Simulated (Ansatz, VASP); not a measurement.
Two plane-wave programs on TaSi3

```
Ta Si
1.0
     4.90016    0.00000    0.00000
     0.00000    4.90016    0.00000
     0.00000    0.00000    4.90016
Ta Si
1 3
Direct
  0.00000 0.00000 0.00000
  0.50000 0.00000 0.00000
  0.00000 0.50000 0.00000
  0.00000 0.00000 0.50000
```

Alike in both runs: task relaxation of cell and atoms; functional PBE; k mesh 10 × 10 × 10; occupations gaussian, width 0.1 eV; no spin polarisation.

|  | VASP | Ansatz |
| --- | --- | --- |
| version | VASP 6.6.1 | Ansatz 0.2.0 |
| potentials or method | VASP PAW PBE potentials, release 64 (Ta_pv, Si), cutoff 500 eV | scalar-relativistic, plane waves, PAW |
| valence electrons in the cell | 23 | 25 |

Ansatz gave:

| Property | Result |
| --- | --- |
| gap on the k mesh at the Fermi level, each at its own relaxed structure (eV) | none |
| relaxed volume (Å³/atom) | 29.57 |
| relaxed cell length with the largest relative difference (Å) | 4.909 |

Task: Which values does VASP return?

Result: gap on the k mesh at the Fermi level, each at its own relaxed structure (eV): none; relaxed volume (Å³/atom): 29.59; relaxed cell length with the largest relative difference (Å): 4.910.

A gap of «none» marks a metal or a gap that the smearing closes. VASP's potentials hold 23 valence electrons a cell and Ansatz's 25, so a difference there can come from the potentials and not from the codes.

Neither program's run includes spin-orbit coupling.
